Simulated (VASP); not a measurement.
# Pb (Fm-3m) in VASP: notebook

Pb is run at these levels: PBEsol; tasks: single point, relaxation of cell and atoms.

All numbers are computed with VASP 6.6.1; they aren't measurements. Logs are shortened: lines on timing, memory, paths and dates and some standing lists are left out, and cuts for length are marked.

### 1 The cell of the first run

Symmetry: Fm-3m, No. 225, cubic system. Conventional cell: a = 4.931 Å, b = 4.931 Å, c = 4.931 Å, α = 90.00°, β = 90.00°, γ = 90.00°. Within 4.6 Å of Pb (site symmetry m-3m) lie 12 Pb at 3.49 Å.

### 2 Single point, PBEsol

The input, INCAR:

```
SYSTEM = Pb
PREC     = Accurate       ! precision mode
ENCUT    = 500            ! plane-wave cutoff, eV
EDIFF    = 1E-6           ! SCF threshold, eV
ISMEAR   = 0              ! smearing method
SIGMA    = 0.1            ! smearing width, eV
LREAL    = .FALSE.        ! projectors in reciprocal space
LASPH    = .TRUE.         ! aspherical terms in the spheres
NELM     = 120            ! most SCF steps
ALGO     = Normal         ! electronic algorithm
ISIF     = 2              ! what is computed and relaxed
LWAVE    = .FALSE.        ! write WAVECAR
LCHARG   = .FALSE.        ! write CHGCAR
GGA      = PS             ! functional
NBANDS   = 13             ! bands
GGA_COMPAT= .FALSE.
```

The input, KPOINTS:

```
regular mesh
0
G
  16 16 16
  0 0 0
```

The input, POSCAR:

```
Pb
1.0
    0.0000000000      2.4654364321      2.4654364321
    2.4654364321      0.0000000000      2.4654364321
    2.4654364321      2.4654364321      0.0000000000
Pb
1
Direct
    0.0000000000      0.0000000000      0.0000000000
```

Potentials or basis: VASP PAW PBE potentials, release 64 (Pb_d).

The run is started by

```sh
$ cat potpaw_PBE.64/Pb_d/POTCAR > POTCAR
$ mpirun -np 1 vasp_std > vasp.out
```

OUTCAR:

```text
SYSTEM = Pb
   PREC = Accurate
   ENCUT = 500
   EDIFF = 1E-6
   ISMEAR = 0
   LREAL = .FALSE.
   LASPH = .TRUE.
   NELM = 120
   ISIF = 2
   GGA = PS

 ion  position               nearest neighbor table
   1  0.000  0.000  0.000-

  LATTYP: Found a face centered cubic cell.
 ALAT       =     4.9308728642

  Lattice vectors:

 A1 = (   0.0000000000,   2.4654364321,   2.4654364321)
 A2 = (   2.4654364321,   0.0000000000,   2.4654364321)
 A3 = (   2.4654364321,   2.4654364321,   0.0000000000)

Analysis of symmetry for initial positions (statically):
=====================================================================
 Subroutine PRICEL returns:
 Original cell was already a primitive cell.

 Routine SETGRP: Setting up the symmetry group for a
 face centered cubic supercell.

 Subroutine GETGRP returns: Found 48 space group operations
 (whereof 48 operations were pure point group operations)
 out of a pool of 48 trial point group operations.

The static configuration has the point symmetry O_h .

Analysis of symmetry for dynamics (positions and initial velocities):
=====================================================================
 Subroutine PRICEL returns:
 Original cell was already a primitive cell.

 Routine SETGRP: Setting up the symmetry group for a
 face centered cubic supercell.

 Subroutine GETGRP returns: Found 48 space group operations
 (whereof 48 operations were pure point group operations)
 out of a pool of 48 trial point group operations.

The dynamic configuration has the point symmetry O_h .

 Subroutine INISYM returns: Found 48 space group operations
 (whereof 48 operations are pure point group operations),
 and found     1 'primitive' translations

----------------------------------------------------------------------------------------

                                     Primitive cell

  volume of cell :      29.9717

  direct lattice vectors                    reciprocal lattice vectors
     0.000000000  2.465436432  2.465436432    -0.202803850  0.202803850  0.202803850
     2.465436432  0.000000000  2.465436432     0.202803850 -0.202803850  0.202803850
     2.465436432  2.465436432  0.000000000     0.202803850  0.202803850 -0.202803850

  length of vectors
     3.486653639  3.486653639  3.486653639     0.351266572  0.351266572  0.351266572

  position of ions in fractional coordinates (direct lattice)
     0.000000000  0.000000000  0.000000000

  ion indices of the primitive-cell ions
   primitive index   ion index
                 1           1

----------------------------------------------------------------------------------------

 KPOINTS: regular mesh

Automatic generation of k-mesh.
 Grid dimensions read from file:
 generate k-points for:   16   16   16

 Generating k-lattice:

  Cartesian coordinates                     Fractional coordinates (reciprocal lattice)
    -0.012675241  0.012675241  0.012675241     0.062500000  0.000000000  0.000000000
     0.012675241 -0.012675241  0.012675241     0.000000000  0.062500000  0.000000000
     0.012675241  0.012675241 -0.012675241     0.000000000  0.000000000  0.062500000

  Length of vectors
     0.021954161  0.021954161  0.021954161

  Shift w.r.t. Gamma in fractional coordinates (k-lattice)
     0.000000000  0.000000000  0.000000000

 Subroutine IBZKPT returns following result:
 ===========================================

 Found    145 irreducible k-points:

 Following reciprocal coordinates:
            Coordinates               Weight
  0.000000  0.000000  0.000000      1.000000
  0.062500  0.000000  0.000000      8.000000
  0.125000  0.000000  0.000000      8.000000
  0.187500  0.000000  0.000000      8.000000
  0.250000  0.000000  0.000000      8.000000
  0.312500  0.000000  0.000000      8.000000
[... 16 lines left out ...]
 -0.125000  0.062500  0.000000     24.000000
 -0.062500  0.062500  0.000000     12.000000
 [... further k-points ...]
   k-points           NKPTS =    145   k-points in BZ     NKDIM =    145   number of bands    NBANDS=     13
   number of dos      NEDOS =    301   number of ions     NIONS =      1
   total plane-waves  NPLWV =  21952
   dimension x,y,z NGX =    28 NGY =   28 NGZ =   28
   dimension x,y,z NGXF=    56 NGYF=   56 NGZF=   56
   ions per type =               1
   NGX,Y,Z   is equivalent  to a cutoff of  13.35, 13.35, 13.35 a.u.
   NGXF,Y,Z  is equivalent  to a cutoff of  26.70, 26.70, 26.70 a.u.
 SYSTEM =  Pb
   PREC   = accura    normal or accurate (medium, high low for compatibility)
   ISTART =      0    job   : 0-new  1-cont  2-samecut
   ICHARG =      2    charge: 1-file 2-atom 10-const
   ISPIN  =      1    spin polarized calculation?
   LNONCOLLINEAR =      F non collinear calculations
   LSORBIT =      F    spin-orbit coupling
   LASPH  =      T    aspherical Exc in radial PAW
   ENCUT  =  500.0 eV  36.75 Ry    6.06 a.u.   6.36  6.36  6.36*2*pi/ulx,y,z
   NELM   =    120;   NELMIN=  2; NELMDL= -5     # of ELM steps
   EDIFF  = 0.1E-05   stopping-criterion for ELM
   LREAL  =      F    real-space projection
   EDIFFG = 0.1E-04   stopping-criterion for IOM
   NSW    =      0    number of steps for IOM
   IBRION =     -1    ionic relax: 0-MD 1-quasi-New 2-CG
   NFREE  =      0    steps in history (QN), initial steepest desc. (CG)
   ISIF   =      2    stress and relaxation
   ISYM   =      2    0-nonsym 1-usesym 2-fastsym
   POTIM  = 0.5000    time-step for ionic-motion
   TEBEG  =    0.0;   TEEND  =   0.0 temperature during run
   PSTRESS=    0.0 pullay stress
   NELECT =      14.0000    total number of electrons
   NUPDOWN=      -1.0000    fix difference up-down
   EMIN   =  10.00;   EMAX   =-10.00  energy-range for DOS
   EFERMI =   0.00;   METHOD = LEGACY
   ISMEAR =     0;   SIGMA  =   0.10  broadening in eV -4-tet -1-fermi 0-gaus
   EFERMI_NEDOS =   21; number of points for ismear=-14 and -15
   IALGO  =     38    algorithm
   IMIX   =      4    mixing-type and parameters
     AMIX     =   0.40;   BMIX     =  1.00
     AMIX_MAG =   1.60;   BMIX_MAG =  1.00
  volume/ion in A,a.u.               =      29.97       202.26
  Fermi-wavevector in a.u.,A,eV,Ry     =   1.270224  2.400376 21.952584  1.613469
  Thomas-Fermi vector in A             =   2.403223
   LORBIT       =      0    0 simple, 1 ext, 2 COOP (PROOUT), +10 PAW based schemes
   GGA     = PS    functional components
   LHFCALC =     F    Hartree Fock is set to
   AEXX    =    0.0000 exact exchange contribution
   IVDW    =     0    specifies the selected vdW correction
   LEPSILON=     F    determine dielectric tensor
   LRPA    =     F    only Hartree local field effects (RPA)
 non-spin polarized calculation
 Gauss-broadening in eV      SIGMA  =   0.10
  energy-cutoff  :      500.00
  volume of cell :       29.97
 maximum number of plane-waves:       778
 NGX is ok and might be reduce to    28
   NGX = 13   NGY = 13   NGZ = 13

 number of electron      13.9999999 magnetization

 Free energy of the ion-electron system (eV)
  ---------------------------------------------------
  ext. energy  EPLUGINS =         0.00000000
  ---------------------------------------------------
  free energy    TOTEN  =        -4.00257310 eV

  energy without entropy =       -4.00037577  energy(sigma->0) =       -4.00147444

 E-fermi :   7.2866     XC(G=0): -10.3976

 val. band max:        7.2682833186   @ k =  -0.4375   0.3750   0.1875
 cond. band min:       7.3324377028   @ k =  -0.3125   0.3125   0.1250
 fundamental gap:      0.0641543842
 Fermi energy:         7.2866173471

 k-point     1 :       0.0000    0.0000    0.0000
  band No.  band energies     occupation
      1      -9.7664      2.00000
      2      -9.7664      2.00000
      3      -9.7664      2.00000
      4      -9.6193      2.00000
      5      -9.6193      2.00000
      6      -4.6172      2.00000
      7      14.7344      0.00000
      8      14.7344      0.00000
      9      14.7344      0.00000
     10      17.0022      0.00000
     11      18.6958      0.00000
     12      19.7961      0.00000
     13      19.7961      0.00000

 k-point     2 :       0.0625    0.0000    0.0000
  band No.  band energies     occupation
      1      -9.7665      2.00000
      2      -9.7603      2.00000
      3      -9.7603      2.00000
      4      -9.6198      2.00000
      5      -9.6198      2.00000
      6      -4.5411      2.00000
      7      13.7663      0.00000
      8      14.6372      0.00000
      9      14.6372      0.00000
     10      16.8179      0.00000
     11      19.1275      0.00000
     12      19.9683      0.00000
     13      19.9683      0.00000

 k-point     3 :       0.1250    0.0000    0.0000
  band No.  band energies     occupation
      1      -9.7676      2.00000
      2      -9.7456      2.00000
      3      -9.7456      2.00000
      4      -9.6188      2.00000
      5      -9.6188      2.00000
      6      -4.3122      2.00000
      7      11.8982      0.00000
      8      14.3816      0.00000
      9      14.3816      0.00000
     10      16.5759      0.00000
     11      19.8073      0.00000
     12      20.4214      0.00000
     13      20.4216      0.00000
[... 305 lines left out ...]
 k-point    23 :      -0.1250    0.0625    0.0000
  band No.  band energies     occupation
      1      -9.7711      2.00000
      2      -9.7367      2.00000
      3      -9.7316      2.00000
      4      -9.6309      2.00000
      5      -9.6039      2.00000
      6      -4.1343      2.00000
      7      11.1992      0.00000
      8      13.0945      0.00000
      9      14.7538      0.00000
     10      16.8552      0.00000
     11      19.4243      0.00000
     12      19.8861      0.00000
     13      20.0367      0.00000

 k-point    24 :      -0.0625    0.0625    0.0000
  band No.  band energies     occupation
      1      -9.7694      2.00000
      2      -9.7531      2.00000
      3      -9.7466      2.00000
      4      -9.6265      2.00000
      5      -9.6139      2.00000
      6      -4.4140      2.00000
      7      12.9124      0.00000
      8      13.7512      0.00000
      9      14.8195      0.00000
     10      16.8082      0.00000
     11      19.2731      0.00000
     12      19.8801      0.00000
     13      20.6153      0.00000

 [... further k-points ...]
[... 5 lines left out ...]
  --------------------------------------------------------------------------------------
  -------------------------------------------------------------------------------------
  Total       -0.0157519     -0.0157519     -0.0157519     -0.0000000      0.0000000     -0.0000000
  in kB       -0.8420393     -0.8420393     -0.8420393     -0.0000000      0.0000000     -0.0000000
  external PRESSURE =      -0.8420393 kB  Pullay stress =       0.0000000 kB

 VOLUME and BASIS-vectors are now :
 -----------------------------------------------------------------------------
  energy-cutoff  :      500.00
  volume of cell :       29.97
      direct lattice vectors                 reciprocal lattice vectors
     0.000000000  2.465436432  2.465436432    -0.202803850  0.202803850  0.202803850
     2.465436432  0.000000000  2.465436432     0.202803850 -0.202803850  0.202803850
     2.465436432  2.465436432  0.000000000     0.202803850  0.202803850 -0.202803850

 POSITION                                       TOTAL-FORCE (eV/Angst)
 -----------------------------------------------------------------------------------
      0.00000      0.00000      0.00000         0.000000      0.000000      0.000000
 -----------------------------------------------------------------------------------
    total drift:                               -0.000000     -0.000000     -0.000000

  FREE ENERGIE OF THE ION-ELECTRON SYSTEM (eV)
  ---------------------------------------------------
  free  energy   TOTEN  =        -4.0025731026 eV

  energy  without entropy=       -4.0003757676  energy(sigma->0) =       -4.00147444
```

Wall time 29 s (1 thread of Intel Xeon Platinum 8488C (Sapphire Rapids), shared host); peak memory 0.19 GiB.

What came out:

```
Free energy            : -4.0026 eV
Pressure               : -0.1 GPa
Band gap on the k mesh : zero (band 7 reaches 14.73 eV, above the bottom of band 8 at 5.50 eV)
```

Caveat: the PAW data sets were made with another functional, which shifts forces and pressure a little; spin-orbit coupling is left out, which moves the levels of the heavy elements.

### 3 Relaxation of cell and atoms, PBEsol, target pressure 25 GPa, at which the enthalpy is minimised

This run uses another cell than the first one, of 22.90 Å³/atom, 0.764 times its volume.

The input, INCAR:

```
SYSTEM = Pb
ALGO     = Normal         ! electronic algorithm
EDIFF    = 1E-7           ! SCF threshold, eV
EDIFFG   = -0.004         ! ionic threshold
ENCUT    = 500            ! plane-wave cutoff, eV
GGA      = PS             ! functional
GGA_COMPAT= .False.      
IBRION   = 2              ! ionic algorithm
ISIF     = 3              ! what is computed and relaxed
ISMEAR   = 0              ! smearing method
LASPH    = .True.         ! aspherical terms in the spheres
LCHARG   = .False.        ! write CHGCAR
LREAL    = .False.        ! projectors in reciprocal space
LWAVE    = .False.        ! write WAVECAR
NELM     = 120            ! most SCF steps
NELMIN   = 4            
NSW      = 70             ! ionic steps
PREC     = Accurate       ! precision mode
PSTRESS  = 250.0        
SIGMA    = 0.1            ! smearing width, eV
```

The input, KPOINTS:

```
k-points
0
Gamma
  16 16 16
  0 0 0
```

The input, POSCAR:

```
Pb
1.0
    0.0000000000      2.2538202944      2.2538202944
    2.2538202944      0.0000000000      2.2538202944
    2.2538202944      2.2538202944      0.0000000000
Pb
1
Direct
    0.0000000000      0.0000000000      0.0000000000
```

Potentials or basis: VASP PAW PBE potentials, release 64 (Pb_d).

The run is started by

```sh
$ cat potpaw_PBE.64/Pb_d/POTCAR > POTCAR
$ mpirun -np 1 vasp_std > vasp.out
```

Run time: 25 s. Hardware: 1 thread of Intel Xeon Platinum 8488C (Sapphire Rapids), shared host; peak memory 0.16 GiB.

It converged, with:

| Item | Value |
| --- | --- |
| Free energy | -3.5721 eV |
| Relaxed volume | 22.88 Å³/atom |
| Relaxed cell | a = 3.187 Å, b = 3.187 Å, c = 3.187 Å, α = 60.00°, β = 60.00°, γ = 60.00° |
| Space group after relaxing (to 0.05 Å) | Fm-3m (No. 225) |
| Energy change on relaxing (the enthalpy is what falls) | +2.1 meV/atom |
| Ionic steps | 3 |
| Pressure after relaxing | 25.0 GPa |
| Band gap on the k mesh | zero (band 7 reaches 20.46 eV, above the bottom of band 8 at 8.48 eV) |

The path:
```tsv
step	energy change (eV)	largest force (eV/Å)	pressure (GPa)	volume (Å³)
1	0.0000	0.0000	24.92	22.90
2	0.0063	0.0000	25.18	22.86
3	0.0021	0.0000	25.00	22.88
```

Final structure:
```
Pb
1.0
     0.00000    2.25338    2.25338
     2.25338    0.00000    2.25338
     2.25338    2.25338    0.00000
Pb
1
Cartesian
  0.0000 0.0000 0.0000
```

Levels at points of the mesh, in eV from the Fermi level:
```csv
k point,band 5,band 6,band 7,band 8,band 9,band 10
"(0.00, 0.00, 0.00)",-17.23,-14.24,9.54,9.54,9.54,9.56
"(0.50, 0.00, 0.00)",-16.94,-8.61,-6.01,7.06,7.06,9.04
"(0.50, 0.50, 0.00)",-16.87,-6.44,-4.76,2.12,2.12,6.25
```

Caveat: the cell is relaxed towards a set pressure, so the enthalpy falls and the energy may rise; the PAW data sets were made with another functional, which shifts forces and pressure a little; spin-orbit coupling is left out, which moves the levels of the heavy elements.
